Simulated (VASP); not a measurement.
A run of VASP 6.6.1 is set up as follows.

The input INCAR:

```
PREC = Accurate
ENCUT = 600
EDIFF = 1E-6
ISMEAR = 0
SIGMA = 0.1
LREAL = False
LASPH = True
NELM = 60
ALGO = Normal
ISIF = 3
LWAVE = False
LCHARG = False
GGA = PE
IBRION = 2
NSW = 90
EDIFFG = -0.04
```

File KPOINTS:

```
regular mesh
0
Gamma
  4 4 2
```

POSCAR

```
Al3GaAs4
1.0
    3.8458615300      0.0000000000      0.0000000000
    0.0000000000      3.8458615300      0.0000000000
    0.0000000000      0.0000000000     10.8777390600
Al Ga As
3 1 4
Direct
    0.0000000000      0.0000000000      0.7500000000
    0.5000000000      0.5000000000      0.0000000000
    0.0000000000      0.0000000000      0.2500000000
    0.5000000000      0.5000000000      0.5000000000
    0.5000000000      0.0000000000      0.8750000000
    0.0000000000      0.5000000000      0.1250000000
    0.5000000000      0.0000000000      0.3750000000
    0.0000000000      0.5000000000      0.6250000000
```

Potentials or basis: VASP PAW PBE potentials, release 64 (Al, Ga_d, As).

Command:

```console
$ cat potpaw_PBE.64/Al/POTCAR potpaw_PBE.64/Ga_d/POTCAR potpaw_PBE.64/As/POTCAR > POTCAR
$ mpirun -np 1 vasp_std > vasp.out
```

Q: What does it give for the band gap on the k mesh?

A: 1.21 eV.

Q: Predict the relaxed cell.

A: a = 4.078 Å, b = 4.078 Å, c = 11.364 Å, α = 90.00°, β = 90.00°, γ = 90.00°.

Q: Estimate the relaxed volume.

A: 23.63 Å³/atom.

Q: What does it give for the space group after relaxing (to 0.1 Å)?

A: P-4m2 (No. 115).

Final structure:
```
Al Ga As
1.0
     4.07843    0.00000    0.00000
     0.00000    4.07843    0.00000
     0.00000    0.00000   11.36402
Al Ga As
3 1 4
Direct
  0.00000 0.00000 0.74990
  0.50000 0.50000 0.00000
  0.00000 0.00000 0.25010
  0.50000 0.50000 0.50000
  0.50000 0.00000 0.87491
  0.00000 0.50000 0.12509
  0.50000 0.00000 0.37395
  0.00000 0.50000 0.62605
```

Caveat: the volume moved by over 15 % at a fixed basis, so the end points are rough. A k mesh can miss the band edges.
